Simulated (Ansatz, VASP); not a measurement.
## TiRh3 in VASP and in Ansatz

INCAR

```
SYSTEM = TiRh3
PREC = Accurate
ENCUT = 520
EDIFF = 1E-6
ISMEAR = -1
SIGMA = 0.03
LREAL = .False.
LASPH = .True.
NELM = 60
ALGO = Normal
ISIF = 2
LWAVE = .False.
LCHARG = .False.
GGA = CA
NBANDS = 36
```

File KPOINTS:

```
Automatic mesh
0
Gamma
  10 10 10
  0 0 0
```

The input POSCAR:

```
TiRh3
1.0
    3.8984400000      0.0000000000      0.0000000000
    0.0000000000      3.8984400000      0.0000000000
    0.0000000000      0.0000000000      3.8220000000
Ti Rh
1 3
Direct
    0.0000000000      0.0000000000      0.0000000000
    0.0000000000      0.5000000000      0.5000000000
    0.5000000000      0.0000000000      0.5000000000
    0.5000000000      0.5000000000      0.0000000000
```

Input for Ansatz:

```yaml
crystal:
  lattice:
    - [3.89844, 0.0, 0.0]
    - [0.0, 3.89844, 0.0]
    - [0.0, 0.0, 3.822]
  atoms:
    - { symbol: Ti, position: [0.0, 0.0, 0.0] }
    - { symbol: Rh, position: [0.0, 0.5, 0.5] }
    - { symbol: Rh, position: [0.5, 0.0, 0.5] }
    - { symbol: Rh, position: [0.5, 0.5, 0.0] }
kpoints:
  mp_grid: { grid: [10, 10, 10] }
  band_path:
    path:
      - [0.0, 0.0, 0.0]
      - [0.0, 0.5, 0.0]
      - [0.5, 0.5, 0.0]
      - [0.0, 0.0, 0.0]
      - [0.0, 0.0, 0.5]
      - [0.0, 0.5, 0.5]
      - [0.5, 0.5, 0.5]
      - [0.0, 0.0, 0.5]
      - [0.0, 0.5, 0.0]
    npoints: 5
scf:
  occupations: { method: fermi_dirac, width: 0.03 }
hamiltonian:
  xc: lda
  pseudopotentials: { kind: all_electron, lapw: { basis_error: 0.001 } }
output:
  forces: true
  stress: true
  eigenvalues: true
```

Change from the starting cell: equal xx and yy strain of +2 %.

Alike in both runs: task single point; functional LDA; k mesh 10 × 10 × 10; occupations fermi-dirac, width 0.03 eV; no spin polarisation.

|  | VASP | Ansatz |
| --- | --- | --- |
| version | VASP 6.6.1 | Ansatz 0.2.0 |
| potentials or method | VASP PAW LDA potentials, release 64 (Ti_sv, Rh_pv), cutoff 520 eV | all-electron LAPW, scalar-relativistic |

|  | VASP | Ansatz | Ansatz less VASP |
| --- | --- | --- | --- |
| pressure (GPa) | -17.8 | -18.4 | -0.63 |
| traceless stress, the component that is largest in VASP (GPa) | 2.19 | 2.20 | 0.000 |

LDA's correlation is that of Perdew and Zunger in VASP and of Perdew and Wang (1992) in Ansatz. Ansatz ran all-electron here, and VASP with PAW potentials.
